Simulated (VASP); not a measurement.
# HC12 in VASP: further runs

HC12 is run at these levels: LDA; tasks: single point.

Everything below comes from runs of VASP 6.6.1. Logs are shortened: lines on timing, memory, paths and dates and some standing lists are left out, and cuts for length are marked.

## Step 1: The cell of the first run

The cell holds a slab with vacuum, 26 atoms: a = 4.889 Å, b = 7.202 Å, c = 22.768 Å, α = 90.00°, β = 90.00°, γ = 109.84°.

## Step 2: Single point, LDA

The input, INCAR:

```
PREC     = Accurate       # precision mode
ENCUT    = 520            # plane-wave cutoff, eV
EDIFF    = 1E-7           # SCF threshold, eV
ISMEAR   = 0              # smearing method
SIGMA    = 0.05           # smearing width, eV
LREAL    = Auto         
LASPH    = T              # aspherical terms in the spheres
NELM     = 100            # most SCF steps
ALGO     = Normal         # electronic algorithm
ISIF     = 2              # what is computed and relaxed
LWAVE    = F              # write WAVECAR
LCHARG   = F              # write CHGCAR
LDIPOL   = T            
IDIPOL   = 3            
DIPOL    = 0.5 0.5 0.294
GGA      = CA             # functional
NBANDS   = 68             # bands
```

The input, KPOINTS:

```
Automatic mesh
0
Gamma
  6 4 1
```

The input, POSCAR:

```
HC12
1.0
    4.8892663280      0.0000000000      0.0000000000
   -2.4446331640      6.7739291692      0.0000000000
    0.0000000000      0.0000000000     22.7684096771
C H
24 2
Direct
    0.4020794403      0.3041588806      0.1756820110
    0.4020794403      0.8041588805      0.1756820110
    0.9020794403      0.3041588806      0.1756820110
    0.9020794403      0.8041588805      0.1756820110
    0.1630408159      0.3260816317      0.2059829668
    0.1630408159      0.8260816317      0.2059829668
    0.6630408159      0.3260816317      0.2059829668
    0.6630408159      0.8260816317      0.2059829668
    0.1846395683      0.3692791367      0.2666259491
    0.1846395683      0.8692791367      0.2666259491
    0.6846395683      0.3692791367      0.2666259491
    0.6846395683      0.8692791367      0.2666259491
    0.4461625696      0.3923265051      0.2960492075
    0.4461625696      0.8923265051      0.2960492075
    0.9461625696      0.3923265051      0.2960492075
    0.9461625696      0.8923265051      0.2960492075
    0.4715644646      0.4431294558      0.3591099590
    0.4715644646      0.9431294558      0.3591099590
    0.9715644646      0.4431294558      0.3591099590
    0.9715644646      0.9431294558      0.3591099590
    0.2327030006      0.4654044969      0.3851129614
    0.2327030006      0.9654044969      0.3851129614
    0.7327030006      0.4654044969      0.3851129614
    0.7327030006      0.9654044969      0.3851129614
    0.2327030006      0.8834082800      0.4470408703
    0.2327030006      1.0474007138      0.4470408703
```

Potentials or basis: VASP PAW LDA potentials, release 64 (C, H).

Run with:

```sh
$ cat potpaw_LDA.64/C/POTCAR potpaw_LDA.64/H/POTCAR > POTCAR
$ mpirun -np 1 vasp_std > vasp.out
```

OUTCAR:

```text
PREC = Accurate
   ENCUT = 520
   EDIFF = 1E-7
   ISMEAR = 0
   LREAL = Auto
   LASPH = T
   NELM = 100
   ISIF = 2
   GGA = CA

 ion  position               nearest neighbor table
   1  0.402  0.304  0.176-   5 1.41   7 1.41
   2  0.402  0.804  0.176-   8 1.41   6 1.41
   3  0.902  0.304  0.176-   7 1.41   5 1.41
   4  0.902  0.804  0.176-   6 1.41   8 1.41
   5  0.163  0.326  0.206-   1 1.41   3 1.41   9 1.41
   6  0.163  0.826  0.206-   4 1.41   2 1.41  10 1.41
   7  0.663  0.326  0.206-   3 1.41   1 1.41  11 1.41
   8  0.663  0.826  0.206-   2 1.41   4 1.41  12 1.41
   9  0.185  0.369  0.267-  13 1.40  15 1.40   5 1.41
  10  0.185  0.869  0.267-  14 1.40  16 1.40   6 1.41
[... 8 lines left out ...]
  19  0.972  0.443  0.359-  23 1.37  21 1.37  15 1.48
  20  0.972  0.943  0.359-  24 1.37  22 1.37  16 1.48
  21  0.233  0.465  0.385-  17 1.37  19 1.37
  22  0.233  0.965  0.385-  18 1.37  20 1.37
  23  0.733  0.465  0.385-  19 1.37  17 1.37
  24  0.733  0.965  0.385-  20 1.37  18 1.37
  25  0.233  0.883  0.447-
  26  0.233  0.047  0.447-

  LATTYP: Found a base centered orthorhombic cell.
 ALAT       =     4.8892663280
 B/A-ratio  =     2.7709389159
 C/A-ratio  =     4.6568151845

  Lattice vectors:

 A1 = (   2.4446331640,  -6.7739291692,   0.0000000000)
 A2 = (   2.4446331640,   6.7739291692,   0.0000000000)
 A3 = (   0.0000000000,   0.0000000000,  22.7684096771)

Analysis of symmetry for initial positions (statically):
=====================================================================
 Subroutine PRICEL returns:
 Original cell was already a primitive cell.

 Routine SETGRP: Setting up the symmetry group for a
 base centered orthorhombic supercell.

 Subroutine GETGRP returns: Found  1 space group operations
 (whereof  1 operations were pure point group operations)
 out of a pool of  8 trial point group operations.

The static configuration has the point symmetry C_1 .

Analysis of symmetry for dynamics (positions and initial velocities):
=====================================================================
 Subroutine PRICEL returns:
 Original cell was already a primitive cell.

 Routine SETGRP: Setting up the symmetry group for a
 base centered orthorhombic supercell.

 Subroutine GETGRP returns: Found  1 space group operations
 (whereof  1 operations were pure point group operations)
 out of a pool of  8 trial point group operations.

[... 168 lines left out ...]
   TEBEG  =    0.0;   TEEND  =   0.0 temperature during run
   PSTRESS=    0.0 pullay stress
   NELECT =      98.0000    total number of electrons
   NUPDOWN=      -1.0000    fix difference up-down
   EMIN   =  10.00;   EMAX   =-10.00  energy-range for DOS
   EFERMI =   0.00;   METHOD = LEGACY
   ISMEAR =     0;   SIGMA  =   0.05  broadening in eV -4-tet -1-fermi 0-gaus
   EFERMI_NEDOS =   21; number of points for ismear=-14 and -15
   IALGO  =     38    algorithm
   IMIX   =      4    mixing-type and parameters
     AMIX     =   0.40;   BMIX     =  1.00
     AMIX_MAG =   1.60;   BMIX_MAG =  1.00
  volume/ion in A,a.u.               =      29.00       195.72
  Fermi-wavevector in a.u.,A,eV,Ry     =   0.829235  1.567028  9.355793  0.687631
  Thomas-Fermi vector in A             =   1.941748
   LORBIT       =      0    0 simple, 1 ext, 2 COOP (PROOUT), +10 PAW based schemes
   GGA     = CA    functional components
   LHFCALC =     F    Hartree Fock is set to
   AEXX    =    0.0000 exact exchange contribution
   IVDW    =     0    specifies the selected vdW correction
   LEPSILON=     F    determine dielectric tensor
   LRPA    =     F    only Hartree local field effects (RPA)
 non-spin polarized calculation
 Gauss-broadening in eV      SIGMA  =   0.05
  energy-cutoff  :      520.00
  volume of cell :      754.08
 maximum number of plane-waves:     20327
   NGX = 19   NGY = 27   NGZ = 85

 dipolmoment           0.000000      0.000000      0.531855 electrons x Angstroem

 number of electron      98.0000001 magnetization

 dipolmoment           0.000000      0.000000     -0.376263 electrons x Angstroem

 Free energy of the ion-electron system (eV)
  ---------------------------------------------------
  ext. energy  EPLUGINS =         0.00000000
  ---------------------------------------------------
  free energy    TOTEN  =      -222.06153299 eV

  energy without entropy =     -222.03759614  energy(sigma->0) =     -222.04956457

 E-fermi :  -3.0736     XC(G=0):  -3.8915

 val. band max:       -3.1054052799   @ k =   0.5000   0.5000   0.0000
 cond. band min:      -3.0707643179   @ k =   0.3333   0.0000   0.0000
 fundamental gap:      0.0346409621
 Fermi energy:        -3.0736331309

 k-point     1 :       0.0000    0.0000    0.0000
  band No.  band energies     occupation
      1     -21.9818      2.00000
      2     -21.6467      2.00000
      3     -20.3506      2.00000
      4     -20.0065      2.00000
      5     -17.9343      2.00000
      6     -17.6213      2.00000
[... 885 lines left out ...]
     60       2.3595      0.00000
     61       2.5445      0.00000
 [bands above 61 left out]

------------------------ aborting loop because EDIFF is reached ----------------------------------------

 vacuum level on the upper side and lower side of the slab       (xc-potential included)        -1.043         0.958

  FORCE on cell =-STRESS in cart. coord.  units (eV):
  Direction    XX          YY          ZZ          XY          YZ          ZX
  --------------------------------------------------------------------------------------
  -------------------------------------------------------------------------------------
  Total        5.2989932     -2.8809011     -4.5976677      0.8441238      0.5214162      0.0775408
  in kB       11.2586651     -6.1209931     -9.7685728      1.7934929      1.1078426      0.1647493
  external PRESSURE =      -1.5436336 kB  Pullay stress =       0.0000000 kB

 VOLUME and BASIS-vectors are now :
 -----------------------------------------------------------------------------
  energy-cutoff  :      520.00
  volume of cell :      754.08
      direct lattice vectors                 reciprocal lattice vectors
     4.889266328  0.000000000  0.000000000     0.204529664  0.073812405  0.000000000
    -2.444633164  6.773929169  0.000000000     0.000000000  0.147624809  0.000000000
     0.000000000  0.000000000 22.768409677     0.000000000  0.000000000  0.043920503

 POSITION                                       TOTAL-FORCE (eV/Angst)
 -----------------------------------------------------------------------------------
      1.22232      2.06035      4.00000         0.006539      0.329213      1.885635
      0.00000      5.44732      4.00000         0.337066      0.367507      2.096936
      3.66695      2.06035      4.00000        -0.005420      0.348469      1.872826
      2.44463      5.44732      4.00000        -0.338080      0.413341      2.096093
      0.00000      2.20885      4.68990         0.001151     -0.751556     -3.527353
     -1.22232      5.59582      4.68990        -0.003339     -0.850411     -3.872662
[... 18 lines left out ...]
     -1.02186      5.98415     10.17841        -0.664703      0.905216     -2.231300
      1.02187      0.32109     10.17841         0.716864     -0.973907     -2.657711
 -----------------------------------------------------------------------------------
    total drift:                               -0.009921      0.011126      0.023542

  FREE ENERGIE OF THE ION-ELECTRON SYSTEM (eV)
  ---------------------------------------------------
  free  energy   TOTEN  =      -222.0615329927 eV

  energy  without entropy=     -222.0375961375  energy(sigma->0) =     -222.04956457

 vacuum level on the upper side and lower side of the slab         1.841         3.892
```

OSZICAR:

```text
N       E                     dE             d eps       ncg     rms          rms(c)
DAV:   1     0.777188458499E+03    0.77719E+03   -0.39250E+04  1952   0.114E+03
DAV:   2    -0.107398674689E+03   -0.88459E+03   -0.84518E+03  2752   0.277E+02
DAV:   3    -0.234504982759E+03   -0.12711E+03   -0.12511E+03  2244   0.107E+02
[... 28 lines left out ...]
DAV:  32    -0.222061529940E+03   -0.32596E-05   -0.74426E-08  1560   0.549E-04    0.472E-04
DAV:  33    -0.222061531653E+03   -0.17124E-05   -0.37820E-08  1500   0.334E-04    0.401E-04
DAV:  34    -0.222061532510E+03   -0.85746E-06   -0.28230E-08  1540   0.277E-04    0.293E-04
DAV:  35    -0.222061532765E+03   -0.25492E-06   -0.35122E-09  1404   0.146E-04    0.130E-04
DAV:  36    -0.222061532916E+03   -0.15117E-06   -0.17647E-09  1376   0.104E-04    0.386E-05
DAV:  37    -0.222061532993E+03   -0.76549E-07    0.24110E-10  1292   0.739E-05
   1 F= -.22206153E+03 E0= -.22204956E+03  d E =-.239369E-01
```

Wall time 35 min (1 thread of Intel Xeon Platinum 8259CL at 2.50GHz (Skylake/Cascade Lake), shared host); peak memory 0.8 GiB.

Results:

```yaml
Free_energy: -222.0615 eV
Largest_force: 5.148 eV/Å
```

Forces on the atoms (eV/Å):
```
C    0.007  0.329  1.886
C    0.337  0.368  2.097
C   -0.005  0.348  1.873
C   -0.338  0.413  2.096
C    0.001 -0.752 -3.527
C   -0.003 -0.850 -3.873
C    0.003 -0.747 -3.502
C    0.009 -0.648 -3.118
C   -0.028  0.384  1.541
C   -0.034  0.321  1.256
C    0.024  0.386  1.530
C    0.018  0.353  1.296
C    0.013  0.017  0.092
C    0.045  0.317  0.791
C   -0.009  0.069  0.044
C   -0.039  0.203  0.769
C    0.008 -0.062 -0.368
C    2.156 -0.035 -1.134
C    0.008 -0.104 -0.421
C   -2.175 -0.599 -1.091
C   -0.043  0.155  0.489
C   -0.150  0.000  5.146
C    0.024  0.131  0.400
C    0.120  0.071  0.617
H   -0.665  0.905 -2.231
H    0.717 -0.974 -2.658
```

(Part 1 of 2 ends here.)
